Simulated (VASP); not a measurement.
Ta: electric field gradients with PBEsol

Ta:

```
Ta
1.0
    -1.64020    1.64020    1.64020
     1.64020   -1.64020    1.64020
     1.64020    1.64020   -1.64020
Ta
1
Direct
  0.00000 0.00000 0.00000
```

This cell differs from its parent crystal: volume scaled by 0.98.

```json
{
  "Program": "VASP 6.6.1",
  "Task": "electric field gradients",
  "Functional": "PBEsol",
  "Potentials or basis": "VASP PAW PBE potentials, release 64 (Ta_pv)",
  "Cutoff": "520 eV",
  "k mesh": "15 × 15 × 15",
  "Occupations": "fermi-dirac, width 0.05 eV",
  "Spin": "no spin polarisation",
  "Dipole correction": "no",
  "Further INCAR settings": "ALGO = Normal; EDIFF = 1e-08; NBANDS = 12"
}
```

The pressure is 0.2 GPa.

Levels at points of the mesh, in eV from the Fermi level:
```csv
k point,band 1,band 2,band 3,band 4,band 5,band 6,band 7,band 8,band 9,band 10
"(0.00, 0.00, 0.00)",-32.94,-32.94,-32.94,-8.01,0.72,0.72,0.72,4.06,4.06,14.74
```

Wall time 12 s on 1 thread of Intel(R) Xeon(R) Platinum 8488C (Sapphire Rapids), on a shared host, peak memory 0.16 GiB.

Caveat: without QUAD_EFG the Cq values of the log hold for a quadrupole moment of 1 mb, not for the nuclei; the PAW data sets were made with another functional, which shifts forces and pressure a little; spin-orbit coupling is left out, which moves the levels of the heavy elements.
